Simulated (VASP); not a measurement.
Set up this calculation in VASP 6.6.1, as the native input.

* Task: single point
* Functional: PBE
* Potentials or basis: VASP PAW PBE potentials, release 64 (Mg)
* Cutoff: 520 eV
* k mesh: 16 × 16 × 16
* Occupations: gaussian, width 0.05 eV
* Spin: no spin polarisation
* Dipole correction: no
* Further INCAR settings: ALGO = Normal; EDIFF = 1e-07; NBANDS = 7

The structure of Mg lies in POSCAR:

```
Mg
1.0
   -1.7727645000      1.7727645000      1.7727645000
    1.7727645000     -1.7727645000      1.7727645000
    1.7727645000      1.7727645000     -1.7727645000
Mg
1
Direct
    0.0000000000      0.0000000000      0.0000000000
```

These files were run (other wordings do the same):

INCAR

```
SYSTEM = Mg
ALGO = Normal
EDIFF = 1E-7
ENCUT = 520
GGA = PE
ISIF = 2
ISMEAR = 0
LASPH = .TRUE.
LCHARG = .TRUE.
LELF = .TRUE.
LREAL = .FALSE.
LVHAR = .TRUE.
LWAVE = .FALSE.
NBANDS = 7
NELM = 100
PREC = Accurate
SIGMA = 0.05
```

KPOINTS

```
k-points
0
G
  16 16 16
  0 0 0
```

Potentials or basis: VASP PAW PBE potentials, release 64 (Mg).

Command:

```bash
$ cat potpaw_PBE.64/Mg/POTCAR > POTCAR
$ mpirun -np 1 vasp_std > vasp.out
```

Results of the run:

| Quantity | Value |
| --- | --- |
| Pressure | 0.9 GPa |
| Band gap on the k mesh | zero (band 1 reaches 6.75 eV, above the bottom of band 2 at 1.90 eV) |

Wall time 8.2 s on 1 thread of AMD EPYC 9R45 96-Core Processor (Zen 5) (shared host), peak memory 0.12 GiB.
